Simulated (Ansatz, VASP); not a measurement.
Sc2SiF2 in VASP and in Ansatz

```
Sc Si F
1.0
     4.28261    0.00000    0.00000
    -2.14131    3.70885    0.00000
     0.00000    0.00000    5.62526
Sc Si F
2 1 2
Cartesian
  0.0000 0.0000 4.3646
  0.0000 0.0000 1.2606
  0.0000 2.4726 0.0000
  2.1413 1.2363 2.8126
  0.0000 2.4726 2.8126
```

Alike in both runs: task relaxation of cell and atoms; functional PBE; k mesh 6 × 6 × 4; occupations gaussian, width 0.1 eV; no spin polarisation.

```csv
,VASP,Ansatz
version,VASP 6.6.1,Ansatz 0.2.0
potentials or method,"VASP PAW PBE potentials, release 64 (Sc_sv, Si, F), cutoff 600 eV","scalar-relativistic, plane waves, PAW"
valence electrons in the cell,40,40
```

VASP gave:

| Quantity | Value |
| --- | --- |
| gap on the k mesh at the Fermi level, each at its own relaxed structure (eV) | none |
| relaxed volume (Å³/atom) | 15.28 |
| relaxed cell length with the largest relative difference (Å) | 6.347 |

**Question.** Estimate Ansatz's values.

**Answer.** gap on the k mesh at the Fermi level, each at its own relaxed structure (eV): none; relaxed volume (Å³/atom): 15.30; relaxed cell length with the largest relative difference (Å): 6.330.

A gap of «none» marks a metal or a gap that the smearing closes.
